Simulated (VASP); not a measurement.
Write the native input for VASP 6.6.1 that does the following.

```
Task                   : single point
Functional             : r2SCAN
Potentials or basis    : VASP PAW PBE potentials, release 64 (Al, Ru_pv)
Cutoff                 : 520 eV
k mesh                 : 8 × 8 × 8
Occupations            : fermi-dirac, width 0.05 eV
Spin                   : no spin polarisation
Dipole correction      : no
Further INCAR settings : ALGO = Normal; EDIFF = 1e-07; NBANDS = 16
```

Crystal: AlRu.

```
Al Ru
1.0
     2.99160    0.00000    0.00000
     0.00000    2.99160    0.00000
     0.00000    0.00000    2.99160
Al Ru
1 1
Direct
  0.00000 0.00000 0.00000
  0.50000 0.50000 0.50000
```

These files were run (other wordings do the same):

POSCAR

```
AlRu
1.0
    2.9916000000      0.0000000000      0.0000000000
    0.0000000000      2.9916000000      0.0000000000
    0.0000000000      0.0000000000      2.9916000000
Al Ru
1 1
Direct
    0.0000000000      0.0000000000      0.0000000000
    0.5000000000      0.5000000000      0.5000000000
```

INCAR.step1

```
ALGO     = Normal         # electronic algorithm
EDIFF    = 1E-4           # SCF threshold, eV
ENCUT    = 520            # plane-wave cutoff, eV
GGA      = PE             # functional
ISMEAR   = -1             # smearing method
LASPH    = T              # aspherical terms in the spheres
LCHARG   = F              # write CHGCAR
LREAL    = F              # projectors in reciprocal space
LWAVE    = T              # write WAVECAR
NBANDS   = 16             # bands
NELM     = 100            # most SCF steps
PREC     = Accurate       # precision mode
SIGMA    = 0.05           # smearing width, eV
```

INCAR.step2

```
ALGO     = Normal         # electronic algorithm
EDIFF    = 1E-7           # SCF threshold, eV
ENCUT    = 520            # plane-wave cutoff, eV
ISIF     = 2              # what is computed and relaxed
ISMEAR   = -1             # smearing method
ISTART   = 1            
LASPH    = T              # aspherical terms in the spheres
LCHARG   = F              # write CHGCAR
LMIXTAU  = T            
LREAL    = F              # projectors in reciprocal space
LWAVE    = F              # write WAVECAR
METAGGA  = R2SCAN         # meta-GGA
NBANDS   = 16             # bands
NELM     = 100            # most SCF steps
PREC     = Accurate       # precision mode
SIGMA    = 0.05           # smearing width, eV
```

KPOINTS

```
k-points
0
Gamma
  8 8 8
```

Potentials or basis: VASP PAW PBE potentials, release 64 (Al, Ru_pv).

Run with:

```bash
$ cat potpaw_PBE.64/Al/POTCAR potpaw_PBE.64/Ru_pv/POTCAR > POTCAR
$ cp INCAR.step1 INCAR
$ mpirun -np 1 vasp_std > vasp.out
$ cp INCAR.step2 INCAR
$ mpirun -np 1 vasp_std > vasp.out
```

It gave:

The pressure is -1.5 GPa.

Caveat: the PAW data sets were made with another functional, which shifts forces and pressure a little.

Wall time 78 s on 1 thread of Intel Xeon 8259CL (shared host), peak memory 0.15 GiB.
